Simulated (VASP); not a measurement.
Input of a VASP 6.6.1 run:

File INCAR:

```
ALGO = Normal
EDIFF = 1E-6
EDIFFG = -0.001
ENCUT = 600
GGA = PS
IBRION = 2
ISIF = 3
ISMEAR = -1
LASPH = True
LCHARG = False
LREAL = False
LWAVE = False
NELM = 60
NSW = 80
PREC = Accurate
SIGMA = 0.15
```

File KPOINTS:

```
k-points
0
Gamma
  12 12 12
```

File POSCAR:

```
InSb
1.0
    0.0000000000      3.2598197993      3.2598197993
    3.2598197993      0.0000000000      3.2598197993
    3.2598197993      3.2598197993      0.0000000000
In Sb
1 1
Direct
    0.0000000000      0.0000000000      0.0000000000
    0.7500000000      0.7500000000      0.7500000000
```

Potentials or basis: VASP PAW PBE potentials, release 64 (In_d, Sb).

Command:

```console
$ cat potpaw_PBE.64/In_d/POTCAR potpaw_PBE.64/Sb/POTCAR > POTCAR
$ mpirun -np 1 vasp_std > vasp.out
```

Estimate the band gap on the k mesh.

zero (filled and empty bands touch).

Predict the relaxed volume.

34.69 Å³/atom.

Predict the space group after relaxing (to 0.05 Å).

F-43m (No. 216).

Estimate the relaxed cell.

a = 4.612 Å, b = 4.612 Å, c = 4.612 Å, α = 60.00°, β = 60.00°, γ = 60.00°.

Final structure:
```xyz
2
Lattice="0.0000 3.2612 3.2612 3.2612 0.0000 3.2612 3.2612 3.2612 0.0000" Properties=species:S:1:pos:R:3 pbc="T T T"
In    0.0000    0.0000    0.0000
Sb    4.8919    4.8919    4.8919
```

Caveat: the PAW data sets were made with another functional, which shifts forces and pressure a little; spin-orbit coupling is left out, which moves the levels of the heavy elements.
